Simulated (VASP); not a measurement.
Here is a VASP 6.6.1 calculation.

POSCAR

```
Hf
1.0
    0.0000000000      2.2976741783      2.2976741783
    2.2976741783      0.0000000000      2.2976741783
    2.2976741783      2.2976741783      0.0000000000
Hf
1
Direct
    0.0000000000      0.0000000000      0.0000000000
```

INCAR.step1

```
SYSTEM = Hf
PREC     = Accurate       ! precision mode
ENCUT    = 520            ! plane-wave cutoff, eV
ISMEAR   = -1             ! smearing method
SIGMA    = 0.1            ! smearing width, eV
LREAL    = .False.        ! projectors in reciprocal space
LASPH    = .True.         ! aspherical terms in the spheres
NELM     = 100            ! most SCF steps
NBANDS   = 11             ! bands
GGA      = PE             ! functional
ALGO     = Normal         ! electronic algorithm
EDIFF    = 1E-4           ! SCF threshold, eV
LWAVE    = .True.         ! write WAVECAR
LCHARG   = .False.        ! write CHGCAR
```

The input INCAR.step2:

```
SYSTEM = Hf
PREC     = Accurate       ! precision mode
ENCUT    = 520            ! plane-wave cutoff, eV
EDIFF    = 1E-6           ! SCF threshold, eV
ISMEAR   = -1             ! smearing method
SIGMA    = 0.1            ! smearing width, eV
LREAL    = .False.        ! projectors in reciprocal space
LASPH    = .True.         ! aspherical terms in the spheres
NELM     = 100            ! most SCF steps
ALGO     = Normal         ! electronic algorithm
ISIF     = 2              ! what is computed and relaxed
LWAVE    = .False.        ! write WAVECAR
LCHARG   = .False.        ! write CHGCAR
METAGGA  = R2SCAN         ! meta-GGA
LMIXTAU  = .True.       
NBANDS   = 11             ! bands
ISTART   = 1
```

The input KPOINTS:

```
regular mesh
0
Gamma
  14 14 14
  0 0 0
```

Potentials or basis: VASP PAW PBE potentials, release 64 (Hf_pv).

Launch:

```console
$ cat potpaw_PBE.64/Hf_pv/POTCAR > POTCAR
$ cp INCAR.step1 INCAR
$ mpirun -np 1 vasp_std > vasp.out
$ cp INCAR.step2 INCAR
$ mpirun -np 1 vasp_std > vasp.out
```

Q: What does it give for the pressure?

A: -7.6 GPa.

Q: What does it give for the band gap on the k mesh?

A: Zero (band 5 reaches 5.62 eV, above the bottom of band 6 at 3.59 eV).

Caveat: the PAW data sets were made with another functional, which shifts forces and pressure a little; spin-orbit coupling is left out, which moves the levels of the heavy elements.
